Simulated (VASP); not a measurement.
## SiO2: single point with LDA

The system is SiO2.

```
Si O
1.0
     4.87572    0.00000    0.00000
     0.00000    4.87572    0.00000
     0.00000    0.00000    7.50747
Si O
4 8
Direct
  0.00000 0.00000 0.00000
  0.00000 0.50000 0.25000
  0.50000 0.50000 0.50000
  0.50000 0.00000 0.75000
  0.09711 0.25000 0.12500
  0.25000 0.59711 0.37500
  0.75000 0.40289 0.37500
  0.90289 0.75000 0.12500
  0.59711 0.75000 0.62500
  0.75000 0.09711 0.87500
  0.25000 0.90289 0.87500
  0.40289 0.25000 0.62500
```

* Program: VASP 6.6.1
* Task: single point
* Functional: LDA
* Potentials or basis: VASP PAW LDA potentials, release 64 (Si, O)
* Cutoff: 520 eV
* k mesh: 6 × 6 × 4
* Occupations: gaussian, width 0.02 eV
* Spin: no spin polarisation
* Dipole correction: no
* Further INCAR settings: ALGO = Normal; EDIFF = 1e-07; NBANDS = 44

```json
{
 "Pressure": "-0.3 GPa",
 "Largest force": "0.026 eV/Å",
 "Band gap on the k mesh": "5.68 eV"
}
```

Forces in eV/Å, atoms in the order of the input:
```
Si   0.000  0.000  0.000
Si   0.000  0.000  0.000
Si   0.000  0.000  0.000
Si   0.000  0.000  0.000
O    0.026  0.000  0.000
O    0.000  0.026  0.000
O    0.000 -0.026  0.000
O   -0.026  0.000  0.000
O    0.026  0.000  0.000
O    0.000  0.026  0.000
O    0.000 -0.026  0.000
O   -0.026  0.000  0.000
```

Stress tensor (GPa, compression positive):
```
 0.50  0.00  0.00
 0.00  0.50  0.00
 0.00  0.00 -1.87
```

Levels at points of the mesh, in eV from the valence-band top:
```tsv
k point	band 28	band 29	band 30	band 31	band 32	band 33	band 34	band 35	band 36	band 37
(0.00, 0.00, 0.00)	-0.74	-0.27	-0.27	0.00	0.00	5.68	8.54	8.58	8.58	9.99
(0.50, 0.00, 0.00)	-0.93	-0.69	-0.69	-0.15	-0.15	7.73	7.73	9.22	9.22	9.90
(0.50, 0.50, 0.00)	-1.02	-0.39	-0.39	-0.39	-0.39	8.88	8.88	8.88	8.88	9.96
(0.00, 0.00, 0.50)	-0.91	-0.16	-0.16	-0.16	-0.16	6.75	6.75	8.83	8.83	10.08
(0.50, 0.00, 0.50)	-0.81	-0.55	-0.55	-0.14	-0.14	8.05	8.05	8.62	8.62	9.43
(0.50, 0.50, 0.50)	-1.05	-0.48	-0.48	-0.48	-0.48	9.23	9.23	9.23	9.23	9.26
```

Run time: 3.1 min on 1 thread of Intel(R) Xeon(R) Platinum 8488C (Sapphire Rapids), with other jobs on the host, peak memory 0.29 GiB.

A k mesh can miss the band edges.
